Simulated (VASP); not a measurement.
Sb:

```
CELL_PARAMETERS angstrom
3.20158 0.00000 0.00000
0.00000 3.20158 0.00000
0.00000 0.00000 3.20158
ATOMIC_POSITIONS crystal
Sb 0.00000 0.00000 0.00000
```

Base run:

| Property | Result |
| --- | --- |
| Program | VASP 6.6.1 |
| Functional | r2SCAN |
| Potentials or basis | VASP PAW PBE potentials, release 64 (Sb) |
| Cutoff | 520 eV |
| k mesh | 8 × 8 × 8 |
| Occupations | fermi-dirac, width 0.05 eV |
| Spin | no spin polarisation |

Its results: pressure -5.0 GPa.

Task: The run is repeated on the same cell with these changes: functional from r2SCAN to PBE0; k mesh from 8 × 8 × 8 to 4 × 4 × 4. What comes out?

Result: Pressure -7.9 GPa.

Several settings changed at once, so the effect can't be laid on one alone.

Caveats: some runs use coarse meshes; the PAW data sets were made with another functional, which shifts forces and pressure a little.
